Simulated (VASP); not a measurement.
# CuNi3 (I4/mmm) in VASP: notebook

The runs below take CuNi3 through single point, with PBEsol.

All numbers are computed with VASP 6.6.1; they aren't measurements. Logs are shortened: lines on timing, memory, paths and dates and some standing lists are left out, and cuts for length are marked.

### 1 The cell of the first run

Symmetry: I4/mmm, No. 139, tetragonal system. Conventional cell: a = 3.536 Å, b = 3.536 Å, c = 6.984 Å, α = 90.00°, β = 90.00°, γ = 90.00°. Cu (site symmetry 4/mmm) has 12 Ni at 2.48 to 2.50 Å within 3.3 Å. Ni (site symmetry 4/mmm) has 8 Ni at 2.48 Å and 4 Cu at 2.50 Å within 3.3 Å. Within 3.3 Å of Ni (site symmetry -4m2) lie 4 Cu at 2.48 Å and 8 Ni at 2.48 to 2.50 Å.

### 2 Single point, PBEsol, collinear spin, ferromagnetic start (10.91 Å³/atom)

Input file INCAR:

```
SYSTEM = CuNi3
PREC = Accurate
ENCUT = 520
EDIFF = 1E-7
ISMEAR = -1
SIGMA = 0.05
LREAL = .FALSE.
LASPH = .TRUE.
NELM = 150
ALGO = Fast
ISIF = 2
LWAVE = .FALSE.
LCHARG = .TRUE.
ISPIN = 2
MAGMOM = 0.6 1 1 1
LORBIT = 11
LMAXMIX = 4
GGA = PS
LELF = .TRUE.
LVHAR = .TRUE.
NBANDS = 32
```

Input file KPOINTS:

```
regular mesh
0
G
  11 11 11
  0 0 0
```

Input file POSCAR:

```
CuNi3
1.0
   -1.7678427209      1.7678427209      3.4921539321
    1.7678427209     -1.7678427209      3.4921539321
    1.7678427209      1.7678427209     -3.4921539321
Cu Ni
1 3
Direct
    0.0000000000      0.0000000000      0.0000000000
    0.5000000000      0.5000000000      0.0000000000
    0.2500000000      0.7500000000      0.5000000000
    0.7500000000      0.2500000000      0.5000000000
```

Potentials or basis: VASP PAW PBE potentials, release 64 (Cu, Ni).

Command:

```sh
$ cat potpaw_PBE.64/Cu/POTCAR potpaw_PBE.64/Ni/POTCAR > POTCAR
$ mpirun -np 1 vasp_std > vasp.out
```

OUTCAR:

```text
SYSTEM = CuNi3
   PREC = Accurate
   ENCUT = 520
   EDIFF = 1E-7
   ISMEAR = -1
   LREAL = .FALSE.
   LASPH = .TRUE.
   NELM = 150
   ISIF = 2
   ISPIN = 2
   LORBIT = 11
   GGA = PS

 ion  position               nearest neighbor table
   1  0.000  0.000  0.000-   4 2.48   3 2.48   3 2.48   4 2.48   3 2.48   4 2.48   4 2.48   3 2.48
                             2 2.50   2 2.50   2 2.50   2 2.50
   2  0.500  0.500  0.000-   3 2.48   4 2.48   3 2.48   4 2.48   3 2.48   4 2.48   3 2.48   4 2.48
                             1 2.50   1 2.50   1 2.50   1 2.50
   3  0.250  0.750  0.500-   1 2.48   2 2.48   1 2.48   2 2.48   1 2.48   2 2.48   1 2.48   2 2.48
                             4 2.50   4 2.50   4 2.50   4 2.50
   4  0.750  0.250  0.500-   2 2.48   1 2.48   1 2.48   2 2.48   1 2.48   2 2.48   2 2.48   1 2.48
                             3 2.50   3 2.50   3 2.50   3 2.50

  LATTYP: Found a body centered tetragonal cell.
 ALAT       =     3.5356854418
 C/A-ratio  =     1.9753759148

  Lattice vectors:

 A1 = (  -1.7678427209,   1.7678427209,   3.4921539321)
 A2 = (   1.7678427209,  -1.7678427209,   3.4921539321)
 A3 = (   1.7678427209,   1.7678427209,  -3.4921539321)

Analysis of symmetry for initial positions (statically):
=====================================================================
 Subroutine PRICEL returns:
 Original cell was already a primitive cell.

 Routine SETGRP: Setting up the symmetry group for a
 body centered tetragonal supercell.

 Subroutine GETGRP returns: Found 16 space group operations
 (whereof 16 operations were pure point group operations)
 out of a pool of 16 trial point group operations.

The static configuration has the point symmetry D_4h.

Analysis of symmetry for dynamics (positions and initial velocities):
=====================================================================
 Subroutine PRICEL returns:
 Original cell was already a primitive cell.

 Routine SETGRP: Setting up the symmetry group for a
 body centered tetragonal supercell.

 Subroutine GETGRP returns: Found 16 space group operations
 (whereof 16 operations were pure point group operations)
 out of a pool of 16 trial point group operations.

The dynamic configuration has the point symmetry D_4h.

Analysis of structural, dynamic, and magnetic symmetry:
=====================================================================
 Subroutine PRICEL returns:
 Original cell was already a primitive cell.

 Routine SETGRP: Setting up the symmetry group for a
 body centered tetragonal supercell.

 Subroutine GETGRP returns: Found 16 space group operations
 (whereof 16 operations were pure point group operations)
 out of a pool of 16 trial point group operations.

The overall configuration has the point symmetry D_4h.

 Subroutine INISYM returns: Found 16 space group operations
 (whereof 16 operations are pure point group operations),
 and found     1 'primitive' translations

----------------------------------------------------------------------------------------

                                     Primitive cell

  volume of cell :      43.6557

  direct lattice vectors                    reciprocal lattice vectors
    -1.767842721  1.767842721  3.492153932     0.000000000  0.282830590  0.143178110
     1.767842721 -1.767842721  3.492153932     0.282830590  0.000000000  0.143178110
     1.767842721  1.767842721 -3.492153932     0.282830590  0.282830590  0.000000000

  length of vectors
     4.294842821  4.294842821  4.294842821     0.317006489  0.317006489  0.399982856

  position of ions in fractional coordinates (direct lattice)
     0.000000000  0.000000000  0.000000000
     0.500000000  0.500000000  0.000000000
     0.250000000  0.750000000  0.500000000
     0.750000000  0.250000000  0.500000000

  ion indices of the primitive-cell ions
   primitive index   ion index
                 1           1
                 2           2
                 3           3
                 4           4

----------------------------------------------------------------------------------------

 KPOINTS: regular mesh

Automatic generation of k-mesh.
 Grid dimensions read from file:
 generate k-points for:   11   11   11

 Generating k-lattice:

  Cartesian coordinates                     Fractional coordinates (reciprocal lattice)
     0.000000000  0.025711872  0.013016192     0.090909091 -0.000000000  0.000000000
     0.025711872  0.000000000  0.013016192    -0.000000000  0.090909091  0.000000000
     0.025711872  0.025711872  0.000000000     0.000000000  0.000000000  0.090909091

  Length of vectors
     0.028818772  0.028818772  0.036362078

  Shift w.r.t. Gamma in fractional coordinates (k-lattice)
     0.000000000  0.000000000  0.000000000

 Subroutine IBZKPT returns following result:
 ===========================================

 Found    126 irreducible k-points:

 Following reciprocal coordinates:
            Coordinates               Weight
  0.000000  0.000000  0.000000      1.000000
  0.090909  0.000000 -0.000000      8.000000
  0.181818 -0.000000  0.000000      8.000000
  0.272727  0.000000  0.000000      8.000000
  0.363636  0.000000 -0.000000      8.000000
  0.454545 -0.000000  0.000000      8.000000
[... 16 lines left out ...]
 -0.272727  0.181818  0.000000     16.000000
 -0.181818  0.181818  0.000000      4.000000
 [... further k-points ...]
   k-points           NKPTS =    126   k-points in BZ     NKDIM =    126   number of bands    NBANDS=     32
   number of dos      NEDOS =    301   number of ions     NIONS =      4
   total plane-waves  NPLWV =  32768
   dimension x,y,z NGX =    32 NGY =   32 NGZ =   32
   dimension x,y,z NGXF=    64 NGYF=   64 NGZF=   64
   ions per type =               1   3
   NGX,Y,Z   is equivalent  to a cutoff of  12.39, 12.39, 12.39 a.u.
   NGXF,Y,Z  is equivalent  to a cutoff of  24.77, 24.77, 24.77 a.u.
 SYSTEM =  CuNi3
   PREC   = accura    normal or accurate (medium, high low for compatibility)
   ISTART =      0    job   : 0-new  1-cont  2-samecut
   ICHARG =      2    charge: 1-file 2-atom 10-const
   ISPIN  =      2    spin polarized calculation?
   LNONCOLLINEAR =      F non collinear calculations
   LSORBIT =      F    spin-orbit coupling
   LASPH  =      T    aspherical Exc in radial PAW
   ENCUT  =  520.0 eV  38.22 Ry    6.18 a.u.   7.99  7.99  7.99*2*pi/ulx,y,z
   NELM   =    150;   NELMIN=  2; NELMDL= -5     # of ELM steps
   EDIFF  = 0.1E-06   stopping-criterion for ELM
   LREAL  =      F    real-space projection
   EDIFFG = 0.1E-05   stopping-criterion for IOM
   NSW    =      0    number of steps for IOM
   IBRION =     -1    ionic relax: 0-MD 1-quasi-New 2-CG
   NFREE  =      0    steps in history (QN), initial steepest desc. (CG)
   ISIF   =      2    stress and relaxation
   ISYM   =      2    0-nonsym 1-usesym 2-fastsym
   POTIM  = 0.5000    time-step for ionic-motion
   TEBEG  =    0.0;   TEEND  =   0.0 temperature during run
   PSTRESS=    0.0 pullay stress
   NELECT =      41.0000    total number of electrons
   NUPDOWN=      -1.0000    fix difference up-down
   EMIN   =  10.00;   EMAX   =-10.00  energy-range for DOS
   EFERMI =   0.00;   METHOD = LEGACY
   ISMEAR =    -1;   SIGMA  =   0.05  broadening in eV -4-tet -1-fermi 0-gaus
   EFERMI_NEDOS =   21; number of points for ismear=-14 and -15
   IALGO  =     68    algorithm
   IMIX   =      4    mixing-type and parameters
     AMIX     =   0.40;   BMIX     =  1.00
     AMIX_MAG =   1.60;   BMIX_MAG =  1.00
  volume/ion in A,a.u.               =      10.91        73.65
  Fermi-wavevector in a.u.,A,eV,Ry     =   1.603206  3.029619 34.970625  2.570268
  Thomas-Fermi vector in A             =   2.699905
   LORBIT       =     11    0 simple, 1 ext, 2 COOP (PROOUT), +10 PAW based schemes
   GGA     = PS    functional components
   LHFCALC =     F    Hartree Fock is set to
   AEXX    =    0.0000 exact exchange contribution
   IVDW    =     0    specifies the selected vdW correction
   LEPSILON=     F    determine dielectric tensor
   LRPA    =     F    only Hartree local field effects (RPA)
 spin polarized calculation
 RMM-DIIS sequential band-by-band and
  energy-cutoff  :      520.00
  volume of cell :       43.66
 maximum number of plane-waves:      1209
   NGX = 15   NGY = 15   NGZ = 15

 number of electron      40.9999995 magnetization       1.5111899

 Free energy of the ion-electron system (eV)
  ---------------------------------------------------
  ext. energy  EPLUGINS =         0.00000000
  ---------------------------------------------------
  free energy    TOTEN  =       -22.59780137 eV

  energy without entropy =      -22.55656919  energy(sigma->0) =      -22.57718528

 E-fermi :   8.8148     XC(G=0): -13.4015

 val. band max:        8.8137669367   @ k =  -0.1818   0.0909   0.0000
 cond. band min:       8.8183674256   @ k =  -0.2727  -0.2727   0.1818
 fundamental gap:      0.0046004889
 Fermi energy:         8.8147815384

 spin component 1

 k-point     1 :       0.0000    0.0000    0.0000
  band No.  band energies     occupation
      1      -0.3222      1.00000
      2       4.1673      1.00000
      3       4.6565      1.00000
      4       4.8552      1.00000
      5       5.2552      1.00000
      6       5.4784      1.00000
[... 829 lines left out ...]
     31      22.8690      0.00000
     32      23.3870      0.00000

 [... further k-points ...]

 spin component 2

 k-point     1 :       0.0000    0.0000    0.0000
  band No.  band energies     occupation
      1      -0.3353      1.00000
      2       4.3416      1.00000
      3       4.9076      1.00000
      4       4.9878      1.00000
      5       5.5452      1.00000
      6       5.5998      1.00000
[... 829 lines left out ...]
     31      22.9043      0.00000
     32      23.4959      0.00000

 [... further k-points ...]

------------------------ aborting loop because EDIFF is reached ----------------------------------------

  FORCE on cell =-STRESS in cart. coord.  units (eV):
  Direction    XX          YY          ZZ          XY          YZ          ZX
  --------------------------------------------------------------------------------------
  -------------------------------------------------------------------------------------
  Total       -1.6539596     -1.6539596     -1.4770671      0.0000000      0.0000000      0.0000000
  in kB      -60.7008624    -60.7008624    -54.2088485      0.0000000      0.0000000      0.0000000
  external PRESSURE =     -58.5368578 kB  Pullay stress =       0.0000000 kB

 VOLUME and BASIS-vectors are now :
 -----------------------------------------------------------------------------
  energy-cutoff  :      520.00
  volume of cell :       43.66
      direct lattice vectors                 reciprocal lattice vectors
    -1.767842721  1.767842721  3.492153932     0.000000000  0.282830590  0.143178110
     1.767842721 -1.767842721  3.492153932     0.282830590  0.000000000  0.143178110
     1.767842721  1.767842721 -3.492153932     0.282830590  0.282830590  0.000000000

 POSITION                                       TOTAL-FORCE (eV/Angst)
 -----------------------------------------------------------------------------------
      0.00000      0.00000      0.00000        -0.000000      0.000000      0.000000
      0.00000      0.00000      3.49215        -0.000000      0.000000      0.000000
      1.76784      0.00000      1.74608        -0.000000     -0.000000     -0.000000
      0.00000      1.76784      1.74608         0.000000      0.000000      0.000000
 -----------------------------------------------------------------------------------
    total drift:                               -0.000000     -0.000000     -0.000000

  FREE ENERGIE OF THE ION-ELECTRON SYSTEM (eV)
  ---------------------------------------------------
  free  energy   TOTEN  =       -22.5978013700 eV

  energy  without entropy=      -22.5565691866  energy(sigma->0) =      -22.57718528

 total charge

# of ion       s       p       d       tot
------------------------------------------
    1        0.487   0.459   9.148  10.094
    2        0.490   0.491   8.327   9.308
    3        0.492   0.484   8.341   9.317
    4        0.492   0.484   8.341   9.317
--------------------------------------------------
tot          1.960   1.918  34.158  38.036

 magnetization (x)

# of ion       s       p       d       tot
------------------------------------------
    1       -0.007  -0.017   0.030   0.006
    2       -0.001  -0.017   0.550   0.532
    3       -0.004  -0.014   0.520   0.502
    4       -0.004  -0.014   0.520   0.502
--------------------------------------------------
tot         -0.017  -0.061   1.620   1.542
```

Wall time 3 min (1 thread of Intel Xeon 6975P-C (Granite Rapids), shared host); peak memory 0.39 GiB.

Results:

| Property | Result |
| --- | --- |
| Free energy | -22.5978 eV |
| Pressure | -5.9 GPa |
| Net moment | 1.51 μB per cell |
| Site moments | Cu +0.01; Ni +0.53, +0.50 (each value once) μB |
| Valence electrons inside the program's atomic spheres | Cu 10.09; Ni 9.31, 9.32 (each value once) |

Caveat: the cell stands under tension; the PAW data sets were made with another functional, which shifts forces and pressure a little.

[end of part 1 of 2]
